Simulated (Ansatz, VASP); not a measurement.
# Mg2NCl: VASP beside Ansatz

Contents of INCAR:

```
SYSTEM = Mg2NCl
  PREC = Accurate
  ENCUT = 520
  EDIFF = 1E-6
  ISMEAR = 0
  SIGMA = 0.05
  LREAL = .FALSE.
  LASPH = .TRUE.
  NELM = 80
  ALGO = Normal
  ISIF = 2
  LWAVE = .FALSE.
  LCHARG = .FALSE.
  GGA = PE
  NBANDS = 16
```

KPOINTS

```
Automatic mesh
0
G
  12 12 12
  0 0 0
```

File POSCAR:

```
Mg2NCl
1.0
    1.5627471177      0.9022524691      6.7788211651
   -1.5627471177      0.9022524691      6.7788211651
    0.0000000000     -1.8045049382      6.7788211650
Mg N Cl
2 1 1
Direct
    0.2228150000      0.2228150000      0.2228150000
    0.7771850000      0.7771850000      0.7771850000
    0.5000000000      0.5000000000      0.5000000000
    0.0000000000      0.0000000000      0.0000000000
```

Input for Ansatz:

```yaml
crystal:
  lattice:
    - [1.5627471177, 0.9022524691, 6.7788211651]
    - [-1.5627471177, 0.9022524691, 6.7788211651]
    - [0.0, -1.8045049382, 6.778821165]
  atoms:
    - { symbol: Mg, position: [0.222815, 0.222815, 0.222815] }
    - { symbol: Mg, position: [0.777185, 0.777185, 0.777185] }
    - { symbol: "N", position: [0.5, 0.5, 0.5] }
    - { symbol: Cl, position: [0.0, 0.0, 0.0] }
basis:
  ecutwfc: 420
kpoints:
  mp_grid: { grid: [12, 12, 12] }
hamiltonian:
  xc: pbe
scf:
  occupations: { method: gaussian, width: 0.05 }
output:
  forces: true
  stress: true
  eigenvalues: true
```

Alike in both runs: task single point; functional PBE; k mesh 12 × 12 × 12; occupations gaussian, width 0.05 eV; no spin polarisation.

|  | VASP | Ansatz |
| --- | --- | --- |
| version | VASP 6.6.1 | Ansatz 0.2.0 |
| potentials or method | VASP PAW PBE potentials, release 64 (Mg, N, Cl), cutoff 520 eV | scalar-relativistic, plane waves, PAW |
| valence electrons in the cell | 16 | 32 |

Ansatz gave:

- gap on the k mesh at the Fermi level (eV): 0.43
- least direct gap on the mesh (eV): 0.43
- pressure (GPa): 2.9
- traceless stress, the component that is largest in VASP (GPa): -22.54
- rms of the force components (eV/Å): 0.330

Estimate VASP's values.

gap on the k mesh at the Fermi level (eV): 0.36; least direct gap on the mesh (eV): 0.36; pressure (GPa): 2.6; traceless stress, the component that is largest in VASP (GPa): -22.74; rms of the force components (eV/Å): 0.354.

Atom by atom the forces differ by 0.024 eV/Å (rms over components). VASP's potentials hold 16 valence electrons a cell and Ansatz's 32, so a difference there can come from the potentials and not from the codes.
